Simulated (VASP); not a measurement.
# AlRu (zincblende type) (F-43m) in VASP: further runs

Runs on AlRu (zincblende type). Level: PBE. Tasks: single point.

Program: VASP 6.6.1. These are calculated values, not measurements. Logs are shortened: lines on timing, memory, paths and dates and some standing lists are left out, and cuts for length are marked.

## (1) The cell of the first run

Symmetry: F-43m, No. 216, cubic system. Conventional cell: a = 4.660 Å, b = 4.660 Å, c = 4.660 Å, α = 90.00°, β = 90.00°, γ = 90.00°. Ru (site symmetry -43m) has 4 Al at 2.02 Å within 2.7 Å. Within 2.7 Å of Al (site symmetry -43m) lie 4 Ru at 2.02 Å.

## (2) Single point, PBE

INCAR

```
SYSTEM = AlRu
ALGO = Normal ; EDIFF = 1E-6
ENCUT = 520 ; GGA = PE
ISIF = 2 ; ISMEAR = -1
LASPH = .TRUE. ; LCHARG = .TRUE.
LELF = .TRUE. ; LREAL = .FALSE.
LVHAR = .TRUE. ; LWAVE = .FALSE.
NBANDS = 16 ; NELM = 100
PREC = Accurate ; SIGMA = 0.08
```

KPOINTS

```
k-points
0
G
  13 13 13
  0 0 0
```

POSCAR

```
AlRu
1.0
    0.0000000000      2.3300836034      2.3300836034
    2.3300836034      0.0000000000      2.3300836034
    2.3300836034      2.3300836034      0.0000000000
Ru Al
1 1
Direct
    0.0000000000      0.0000000000      0.0000000000
    0.2500000000      0.2500000000      0.2500000000
```

Potentials or basis: VASP PAW PBE potentials, release 64 (Ru_pv, Al).

Command:

```
> cat potpaw_PBE.64/Ru_pv/POTCAR potpaw_PBE.64/Al/POTCAR > POTCAR
> mpirun -np 1 vasp_std > vasp.out
```

OUTCAR:

```text
SYSTEM = AlRu
   EDIFF = 1E-6
   ENCUT = 520
   GGA = PE
   ISIF = 2
   ISMEAR = -1
   LASPH = .TRUE.
   LREAL = .FALSE.
   NELM = 100
   PREC = Accurate

 ion  position               nearest neighbor table
   1  0.000  0.000  0.000-   2 2.02   2 2.02   2 2.02   2 2.02
   2  0.250  0.250  0.250-   1 2.02   1 2.02   1 2.02   1 2.02

  LATTYP: Found a face centered cubic cell.
 ALAT       =     4.6601672068

  Lattice vectors:

 A1 = (   0.0000000000,   2.3300836034,   2.3300836034)
 A2 = (   2.3300836034,   0.0000000000,   2.3300836034)
 A3 = (   2.3300836034,   2.3300836034,   0.0000000000)

Analysis of symmetry for initial positions (statically):
=====================================================================
 Subroutine PRICEL returns:
 Original cell was already a primitive cell.

 Routine SETGRP: Setting up the symmetry group for a
 face centered cubic supercell.

 Subroutine GETGRP returns: Found 24 space group operations
 (whereof 24 operations were pure point group operations)
 out of a pool of 48 trial point group operations.

The static configuration has the point symmetry T_d .

Analysis of symmetry for dynamics (positions and initial velocities):
=====================================================================
 Subroutine PRICEL returns:
 Original cell was already a primitive cell.

 Routine SETGRP: Setting up the symmetry group for a
 face centered cubic supercell.

 Subroutine GETGRP returns: Found 24 space group operations
 (whereof 24 operations were pure point group operations)
 out of a pool of 48 trial point group operations.

The dynamic configuration has the point symmetry T_d .

 Subroutine INISYM returns: Found 24 space group operations
 (whereof 24 operations are pure point group operations),
 and found     1 'primitive' translations

----------------------------------------------------------------------------------------

                                     Primitive cell

  volume of cell :      25.3014

  direct lattice vectors                    reciprocal lattice vectors
     0.000000000  2.330083603  2.330083603    -0.214584575  0.214584575  0.214584575
     2.330083603  0.000000000  2.330083603     0.214584575 -0.214584575  0.214584575
     2.330083603  2.330083603  0.000000000     0.214584575  0.214584575 -0.214584575

  length of vectors
     3.295235833  3.295235833  3.295235833     0.371671387  0.371671387  0.371671387

  position of ions in fractional coordinates (direct lattice)
     0.000000000  0.000000000  0.000000000
     0.250000000  0.250000000  0.250000000

  ion indices of the primitive-cell ions
   primitive index   ion index
                 1           1
                 2           2

----------------------------------------------------------------------------------------

 KPOINTS: k-points

Automatic generation of k-mesh.
 Grid dimensions read from file:
 generate k-points for:   13   13   13

 Generating k-lattice:

  Cartesian coordinates                     Fractional coordinates (reciprocal lattice)
    -0.016506506  0.016506506  0.016506506     0.076923077  0.000000000  0.000000000
     0.016506506 -0.016506506  0.016506506     0.000000000  0.076923077  0.000000000
     0.016506506  0.016506506 -0.016506506     0.000000000  0.000000000  0.076923077

  Length of vectors
     0.028590107  0.028590107  0.028590107

  Shift w.r.t. Gamma in fractional coordinates (k-lattice)
     0.000000000  0.000000000  0.000000000

 Subroutine IBZKPT returns following result:
 ===========================================

 Found     84 irreducible k-points:

 Following reciprocal coordinates:
            Coordinates               Weight
  0.000000  0.000000  0.000000      1.000000
  0.076923  0.000000  0.000000      8.000000
  0.153846  0.000000  0.000000      8.000000
  0.230769  0.000000  0.000000      8.000000
  0.307692  0.000000  0.000000      8.000000
  0.384615  0.000000  0.000000      8.000000
[... 16 lines left out ...]
  0.384615  0.153846  0.000000     24.000000
  0.461538  0.153846  0.000000     24.000000
 [... further k-points ...]
   k-points           NKPTS =     84   k-points in BZ     NKDIM =     84   number of bands    NBANDS=     16
   number of dos      NEDOS =    301   number of ions     NIONS =      2
   total plane-waves  NPLWV =  21952
   dimension x,y,z NGX =    28 NGY =   28 NGZ =   28
   dimension x,y,z NGXF=    56 NGYF=   56 NGZF=   56
   ions per type =               1   1
   NGX,Y,Z   is equivalent  to a cutoff of  14.13, 14.13, 14.13 a.u.
   NGXF,Y,Z  is equivalent  to a cutoff of  28.25, 28.25, 28.25 a.u.
 SYSTEM =  AlRu
   PREC   = accura    normal or accurate (medium, high low for compatibility)
   ISTART =      0    job   : 0-new  1-cont  2-samecut
   ICHARG =      2    charge: 1-file 2-atom 10-const
   ISPIN  =      1    spin polarized calculation?
   LNONCOLLINEAR =      F non collinear calculations
   LSORBIT =      F    spin-orbit coupling
   LASPH  =      T    aspherical Exc in radial PAW
   ENCUT  =  520.0 eV  38.22 Ry    6.18 a.u.   6.13  6.13  6.13*2*pi/ulx,y,z
   NELM   =    100;   NELMIN=  2; NELMDL= -5     # of ELM steps
   EDIFF  = 0.1E-05   stopping-criterion for ELM
   LREAL  =      F    real-space projection
   EDIFFG = 0.1E-04   stopping-criterion for IOM
   NSW    =      0    number of steps for IOM
   IBRION =     -1    ionic relax: 0-MD 1-quasi-New 2-CG
   NFREE  =      0    steps in history (QN), initial steepest desc. (CG)
   ISIF   =      2    stress and relaxation
   ISYM   =      2    0-nonsym 1-usesym 2-fastsym
   POTIM  = 0.5000    time-step for ionic-motion
   TEBEG  =    0.0;   TEEND  =   0.0 temperature during run
   PSTRESS=    0.0 pullay stress
   NELECT =      17.0000    total number of electrons
   NUPDOWN=      -1.0000    fix difference up-down
   EMIN   =  10.00;   EMAX   =-10.00  energy-range for DOS
   EFERMI =   0.00;   METHOD = LEGACY
   ISMEAR =    -1;   SIGMA  =   0.08  broadening in eV -4-tet -1-fermi 0-gaus
   EFERMI_NEDOS =   21; number of points for ismear=-14 and -15
   IALGO  =     38    algorithm
   IMIX   =      4    mixing-type and parameters
     AMIX     =   0.40;   BMIX     =  1.00
     AMIX_MAG =   1.60;   BMIX_MAG =  1.00
  volume/ion in A,a.u.               =      12.65        85.37
  Fermi-wavevector in a.u.,A,eV,Ry     =   1.433870  2.709621 27.973331  2.055982
  Thomas-Fermi vector in A             =   2.553340
   LORBIT       =      0    0 simple, 1 ext, 2 COOP (PROOUT), +10 PAW based schemes
   GGA     = PE    functional components
   LHFCALC =     F    Hartree Fock is set to
   AEXX    =    0.0000 exact exchange contribution
   IVDW    =     0    specifies the selected vdW correction
   LEPSILON=     F    determine dielectric tensor
   LRPA    =     F    only Hartree local field effects (RPA)
 non-spin polarized calculation
  energy-cutoff  :      520.00
  volume of cell :       25.30
 maximum number of plane-waves:       701
 NGX is ok and might be reduce to    28
   NGX = 13   NGY = 13   NGZ = 13

 number of electron      16.9999999 magnetization

 Free energy of the ion-electron system (eV)
  ---------------------------------------------------
  ext. energy  EPLUGINS =         0.00000000
  ---------------------------------------------------
  free energy    TOTEN  =        -7.07585290 eV

  energy without entropy =       -7.05648046  energy(sigma->0) =       -7.06616668

 E-fermi :  10.9433     XC(G=0): -12.5218

 val. band max:       10.9172620861   @ k =   0.4615   0.4615   0.0000
 cond. band min:      10.9711100688   @ k =  -0.4615   0.4615   0.0000
 fundamental gap:      0.0538479827
 Fermi energy:        10.9432574782

 k-point     1 :       0.0000    0.0000    0.0000
  band No.  band energies     occupation
      1     -30.4811      2.00000
      2     -30.4811      2.00000
      3     -30.4811      2.00000
      4       2.0074      2.00000
      5       7.8014      2.00000
      6       7.8014      2.00000
[... 8 lines left out ...]
     15      27.8021      0.00000
     16      27.8021      0.00000

 k-point     2 :       0.0769    0.0000    0.0000
  band No.  band energies     occupation
      1     -30.4898      2.00000
      2     -30.4822      2.00000
      3     -30.4822      2.00000
      4       2.1519      2.00000
      5       7.7535      2.00000
      6       7.8558      2.00000
[... 8 lines left out ...]
     15      27.0282      0.00000
     16      27.4044      0.00000

 k-point     3 :       0.1538    0.0000    0.0000
  band No.  band energies     occupation
      1     -30.5137      2.00000
      2     -30.4851      2.00000
      3     -30.4851      2.00000
      4       2.5716      2.00000
      5       7.6317      2.00000
      6       7.9848      2.00000
[... 8 lines left out ...]
     15      26.3161      0.00000
     16      26.3496      0.00000

 k-point     4 :       0.2308    0.0000    0.0000
  band No.  band energies     occupation
      1     -30.5472      2.00000
      2     -30.4892      2.00000
      3     -30.4892      2.00000
      4       3.2194      2.00000
      5       7.4957      2.00000
      6       8.0861      2.00000
[... 8 lines left out ...]
     15      25.3880      0.00000
     16      25.3880      0.00000
[... 324 lines left out ...]
 k-point    22 :       0.3077    0.1538    0.0000
  band No.  band energies     occupation
      1     -30.5642      2.00000
      2     -30.5018      2.00000
      3     -30.5017      2.00000
      4       3.9052      2.00000
      5       7.1817      2.00000
      6       8.0996      2.00000
[... 8 lines left out ...]
     15      25.0374      0.00000
     16      26.2439      0.00000

 k-point    23 :       0.3846    0.1538    0.0000
  band No.  band energies     occupation
      1     -30.5915      2.00000
      2     -30.5090      2.00000
      3     -30.5052      2.00000
      4       4.6537      2.00000
      5       7.1377      2.00000
      6       7.8804      2.00000
[... 8 lines left out ...]
     15      25.3547      0.00000
     16      25.9517      0.00000

 k-point    24 :       0.4615    0.1538    0.0000
  band No.  band energies     occupation
      1     -30.6112      2.00000
      2     -30.5162      2.00000
      3     -30.5065      2.00000
      4       5.2783      2.00000
      5       7.1612      2.00000
      6       7.8159      2.00000
[... 8 lines left out ...]
     15      25.8231      0.00000
     16      25.9678      0.00000

 [... further k-points ...]
[... 5 lines left out ...]
  --------------------------------------------------------------------------------------
  -------------------------------------------------------------------------------------
  Total       17.4884953     17.4884953     17.4884953     -0.0000000     -0.0000000      0.0000000
  in kB     1107.4356987   1107.4356987   1107.4356987     -0.0000000     -0.0000000      0.0000000
  external PRESSURE =    1107.4356987 kB  Pullay stress =       0.0000000 kB

 VOLUME and BASIS-vectors are now :
 -----------------------------------------------------------------------------
  energy-cutoff  :      520.00
  volume of cell :       25.30
      direct lattice vectors                 reciprocal lattice vectors
     0.000000000  2.330083603  2.330083603    -0.214584575  0.214584575  0.214584575
     2.330083603  0.000000000  2.330083603     0.214584575 -0.214584575  0.214584575
     2.330083603  2.330083603  0.000000000     0.214584575  0.214584575 -0.214584575

 POSITION                                       TOTAL-FORCE (eV/Angst)
 -----------------------------------------------------------------------------------
      0.00000      0.00000      0.00000        -0.000000     -0.000000     -0.000000
      1.16504      1.16504      1.16504         0.000000      0.000000      0.000000
 -----------------------------------------------------------------------------------
    total drift:                               -0.000000     -0.000000     -0.000000

  FREE ENERGIE OF THE ION-ELECTRON SYSTEM (eV)
  ---------------------------------------------------
  free  energy   TOTEN  =        -7.0758529004 eV

  energy  without entropy=       -7.0564804628  energy(sigma->0) =       -7.06616668
```

It took 62 s on 1 thread of AMD EPYC 7R43 (Zen 3), shared host; peak memory 0.14 GiB.

Results:

| Item | Value |
| --- | --- |
| Free energy | -7.0759 eV |
| Pressure | 110.7 GPa |

## (3) Single point, PBE

INCAR

```
ALGO     = Normal         # electronic algorithm
EDIFF    = 1E-7           # SCF threshold, eV
ENCUT    = 520            # plane-wave cutoff, eV
GGA      = PE             # functional
ISIF     = 2              # what is computed and relaxed
ISMEAR   = -1             # smearing method
LASPH    = T              # aspherical terms in the spheres
LCHARG   = T              # write CHGCAR
LELF     = T              # ELF
LREAL    = F              # projectors in reciprocal space
LVHAR    = T            
LWAVE    = F              # write WAVECAR
NBANDS   = 16             # bands
NELM     = 100            # most SCF steps
PREC     = Accurate       # precision mode
SIGMA    = 0.08           # smearing width, eV
```

KPOINTS

```
k-points
0
Gamma
  13 13 13
```

POSCAR

```
AlRu
1.0
    0.0000000000      2.3292631209      2.3292631209
    2.3292631209      0.0000000000      2.3292631209
    2.3292631209      2.3292631209      0.0000000000
Ru Al
1 1
Direct
    0.0000000000      0.0000000000      0.0000000000
    0.2500000000      0.2500000000      0.2500000000
```

Potentials or basis: VASP PAW PBE potentials, release 64 (Ru_pv, Al).

Command:

```
> cat potpaw_PBE.64/Ru_pv/POTCAR potpaw_PBE.64/Al/POTCAR > POTCAR
> mpirun -np 1 vasp_std > vasp.out
```

Wall time 46 s (1 thread of AMD EPYC 7R43 (Zen 3), shared host); peak memory 0.13 GiB.

The run converged. Its results:

```
Free energy : -7.0573 eV
Pressure    : 111.2 GPa
```

Levels at points of the mesh, in eV from the Fermi level:
```
           k point  band 7  band 8  band 9  band 10  band 11  band 12
(0.00, 0.00, 0.00)   -3.15   -1.37   -1.37    10.50    10.50    10.50
```
